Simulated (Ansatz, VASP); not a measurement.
## One calculation of Hf, two programs

```
Hf
1.0
     3.20301    0.00000    0.00000
    -1.60151    2.77389    0.00000
     0.00000    0.00000    5.08162
Hf
2
Direct
  0.33333 0.66667 0.25000
  0.66667 0.33333 0.75000
```

Alike in both runs: functional PBE; k mesh 15 × 15 × 8; occupations fermi-dirac, width 0.15 eV; no spin polarisation.

Ansatz relaxed the structure, and its values are those at the end. VASP's run is a single point on that final structure, the one shown.

|  | VASP | Ansatz |
| --- | --- | --- |
| version | VASP 6.6.1 | Ansatz 0.2.0 |
| potentials or method | VASP PAW PBE potentials, release 64 (Hf_pv), cutoff 520 eV | scalar-relativistic, plane waves, PAW |
| valence electrons in the cell | 20 | 52 |

|  | VASP | Ansatz | Ansatz less VASP |
| --- | --- | --- | --- |
| gap on the k mesh at the Fermi level (eV) | none | none | - |
| pressure (GPa) | -0.4 | 0.0 | +0.43 |

A gap of «none» marks a metal or a gap that the smearing closes. With one functional, cell and mesh, what is left measures potentials, basis and numerics. VASP's potentials hold 20 valence electrons a cell and Ansatz's 52, so a difference there can come from the potentials and not from the codes.

Spin-orbit coupling is off throughout.
